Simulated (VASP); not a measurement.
# ZnS (P1) in VASP: notebook, part 2 of 2

VASP 6.6.1.

### 4 Single point, r2SCAN

File POSCAR:

```
ZnS
1.0
    0.0000000000      5.0620454666      5.0620454666
    5.0620454666      0.0000000000      5.0620454666
    5.0620454666      5.0620454666      0.0000000000
Zn S
8 8
Direct
   -0.0029246083      0.0410088178     -0.0259678624
   -0.0077028150     -0.0076690342      0.5345601927
    0.0516420687      0.5084036714     -0.0359227315
   -0.0492219996      0.5481764276      0.4737484117
    0.4908860492     -0.0679238269      0.0387245633
    0.4826038241      0.0395562429      0.4825637217
    0.5373037477      0.4637597618      0.0241933821
    0.4798271797      0.4781677715      0.5148715114
    0.1792778247      0.2892049290      0.2532811111
    0.2714909435      0.2088054141      0.7854636088
    0.2692652622      0.7121692256      0.2517577150
    0.2828371474      0.7707859453      0.6955288180
    0.7392074063      0.2034798989      0.2902094637
    0.7326035541      0.2857302467      0.7426694455
    0.7577924824      0.7864311031      0.2172256269
    0.8033895639      0.7362967252      0.7500561828
```

File INCAR.step1:

```
PREC     = Accurate       # precision mode
ENCUT    = 520            # plane-wave cutoff, eV
ISMEAR   = -1             # smearing method
SIGMA    = 0.039          # smearing width, eV
LREAL    = Auto         
LASPH    = T              # aspherical terms in the spheres
NELM     = 100            # most SCF steps
NBANDS   = 86             # bands
GGA      = PE             # functional
ALGO     = Normal         # electronic algorithm
EDIFF    = 1E-4           # SCF threshold, eV
LWAVE    = T              # write WAVECAR
LCHARG   = F              # write CHGCAR
```

File INCAR.step2:

```
PREC     = Accurate       # precision mode
ENCUT    = 520            # plane-wave cutoff, eV
EDIFF    = 1E-6           # SCF threshold, eV
ISMEAR   = -1             # smearing method
SIGMA    = 0.039          # smearing width, eV
LREAL    = Auto         
LASPH    = T              # aspherical terms in the spheres
NELM     = 100            # most SCF steps
ALGO     = Normal         # electronic algorithm
ISIF     = 2              # what is computed and relaxed
LWAVE    = F              # write WAVECAR
LCHARG   = F              # write CHGCAR
METAGGA  = R2SCAN         # meta-GGA
LMIXTAU  = T            
NBANDS   = 86             # bands
ISTART   = 1
```

File KPOINTS:

```
Automatic mesh
0
Gamma
  2 2 2
```

Potentials or basis: VASP PAW PBE potentials, release 64 (Zn, S).

The run is started by

```bash
cat potpaw_PBE.64/Zn/POTCAR potpaw_PBE.64/S/POTCAR > POTCAR
cp INCAR.step1 INCAR
mpirun -np 1 vasp_std > vasp.out
cp INCAR.step2 INCAR
mpirun -np 1 vasp_std > vasp.out
```

OUTCAR:

```text
PREC = Accurate
   ENCUT = 520
   EDIFF = 1E-6
   ISMEAR = -1
   LREAL = Auto
   LASPH = T
   NELM = 100
   ISIF = 2
   METAGGA = R2SCAN
   ISTART = 1

 ion  position               nearest neighbor table
   1  0.997  0.041  0.974-  10 2.28  13 2.49  15 2.50  14 2.51  12 2.78  11 2.81
   2  0.992  0.992  0.535-  16 2.27  12 2.33   9 2.50  13 2.53  14 2.56  11 2.85
   3  0.052  0.508  0.964-   9 2.19  16 2.34  10 2.46  12 2.51  15 2.70
[... 917 lines left out ...]
  -------------------------------------------------------------------------------------
  Total        7.0302734     10.2746022     13.0134807     -0.6404227     -0.5163260     -0.0566895
  in kB       43.4184863     63.4552382     80.3703637     -3.9552067     -3.1887936     -0.3501102
  external PRESSURE =      62.4146961 kB  Pullay stress =       0.0000000 kB

 VOLUME and BASIS-vectors are now :
 -----------------------------------------------------------------------------
  energy-cutoff  :      520.00
  volume of cell :      259.42
      direct lattice vectors                 reciprocal lattice vectors
     0.000000000  5.062045467  5.062045467    -0.098774300  0.098774300  0.098774300
     5.062045467  0.000000000  5.062045467     0.098774300 -0.098774300  0.098774300
     5.062045467  5.062045467  0.000000000     0.098774300  0.098774300 -0.098774300

 POSITION                                       TOTAL-FORCE (eV/Angst)
 -----------------------------------------------------------------------------------
      5.13818      9.97784      5.25483        -0.154254     -0.130391     -1.028036
      7.72919      7.72902     10.04628         0.165537     -0.306025      0.956303
      7.45377      5.14162      2.83498         0.240188     -0.837416      0.213067
      5.17303      7.21102      7.58778        -0.016688      0.304754     -0.389780
      4.91424      2.68091      7.20310         0.101918     -0.198094      0.923769
      2.64299      4.88572      2.64320        -0.405167     -0.313141     -1.571205
[... 8 lines left out ...]
      5.08056      4.93559      7.81693        -0.101018     -0.885401      0.536603
      7.52399      7.86361      7.79396        -0.326171      0.222533     -1.114061
 -----------------------------------------------------------------------------------
    total drift:                                0.044200     -0.028652     -0.027085

  FREE ENERGIE OF THE ION-ELECTRON SYSTEM (eV)
  ---------------------------------------------------
  free  energy   TOTEN  =      -144.6737094589 eV

  energy  without entropy=     -144.6737093107  energy(sigma->0) =     -144.67370938
```

OUTCAR.step1:

```text
PREC = Accurate
   ENCUT = 520
   ISMEAR = -1
   LREAL = Auto
   LASPH = T
   NELM = 100
[... 944 lines left out ...]
      4.91424      2.68091      7.20310         0.147714     -0.223968      0.985709
      2.64299      4.88572      2.64320        -0.412584     -0.307627     -1.571938
[... 8 lines left out ...]
      5.08056      4.93559      7.81693        -0.105525     -0.881033      0.556443
      7.52399      7.86361      7.79396        -0.318885      0.184052     -1.073390
 -----------------------------------------------------------------------------------
    total drift:                               -0.004021      0.007961     -0.004773

  FREE ENERGIE OF THE ION-ELECTRON SYSTEM (eV)
  ---------------------------------------------------
  free  energy   TOTEN  =       -48.3836606812 eV

  energy  without entropy=      -48.3836556434  energy(sigma->0) =      -48.38365816
```

It took 11 min on 1 thread of Intel Xeon 6975P-C (Granite Rapids), shared host; peak memory 0.47 GiB.

Results:

```yaml
Free_energy: -144.6737 eV
Pressure: 6.2 GPa
Largest_force: 1.666 eV/Å
Band_gap_on_the_k_mesh: 1.18 eV (least direct gap 1.20 eV)
```

Forces in eV/Å, atoms in the order of the input:
```
Zn  -0.154 -0.130 -1.028
Zn   0.166 -0.306  0.956
Zn   0.240 -0.837  0.213
Zn  -0.017  0.305 -0.390
Zn   0.102 -0.198  0.924
Zn  -0.405 -0.313 -1.571
Zn   0.116 -0.487 -0.190
Zn   0.085  0.065  0.404
S   -0.181  1.654 -0.084
S   -0.097  0.244 -0.039
S   -0.673  0.127 -0.590
S    0.329  0.374  0.205
S    0.429 -0.135  1.547
S    0.488  0.301  0.220
S   -0.101 -0.885  0.537
S   -0.326  0.223 -1.114
```

Levels at points of the mesh, in eV from the valence-band top:
| k point | band 69 | band 70 | band 71 | band 72 | band 73 | band 74 | band 75 | band 76 |
| --- | --- | --- | --- | --- | --- | --- | --- | --- |
| (0.00, 0.00, 0.00) | -0.30 | -0.20 | -0.15 | -0.02 | 1.18 | 1.48 | 2.01 | 2.69 |
| (0.50, 0.00, 0.00) | -0.72 | -0.46 | -0.29 | -0.22 | 2.77 | 2.84 | 2.95 | 3.18 |
| (0.00, 0.50, 0.00) | -0.72 | -0.62 | -0.19 | -0.11 | 2.59 | 2.71 | 2.93 | 3.12 |
| (0.00, 0.00, 0.50) | -0.73 | -0.56 | -0.38 | -0.02 | 2.90 | 2.91 | 3.00 | 3.04 |
| (0.50, 0.50, 0.50) | -0.91 | -0.71 | -0.15 | 0.00 | 2.62 | 2.87 | 2.91 | 3.07 |
| (0.50, 0.50, 0.00) | -0.55 | -0.40 | -0.24 | -0.09 | 3.31 | 3.44 | 3.82 | 4.10 |
| (0.00, 0.50, 0.50) | -0.58 | -0.31 | -0.29 | -0.02 | 3.24 | 3.45 | 3.96 | 4.07 |
| (0.50, 0.00, 0.50) | -0.40 | -0.36 | -0.24 | -0.14 | 3.30 | 3.50 | 3.82 | 4.17 |

Caveat: the k points lie up to 0.54 Å⁻¹ apart; the atoms stand as in a frame of molecular dynamics; the PAW data sets were made with another functional, which shifts forces and pressure a little. A k mesh can miss the band edges.

### 5 The runs side by side

| cell | gap on the mesh (eV) | pressure (GPa) | largest force (eV/Å) |
| --- | --- | --- | --- |
| as given, atomic positions A | 0.49 | 3.7 | 1.01 |
| as given, atomic positions B | 1.01 | 6.2 | 1.63 |
| as given, atomic positions C | 1.18 | 6.2 | 1.67 |

Alike in all rows: task single point; level r2SCAN; potentials or basis VASP PAW PBE potentials, release 64 (Zn, S); no spin polarisation; k mesh 2 × 2 × 2; cutoff (eV) 520; smearing fermi-dirac 0.039 eV.

Caveats: all runs use coarse meshes; the atoms stand as in a frame of molecular dynamics; the PAW data sets were made with another functional, which shifts forces and pressure a little.

Absolute energies hang on the potentials; compare differences alone.
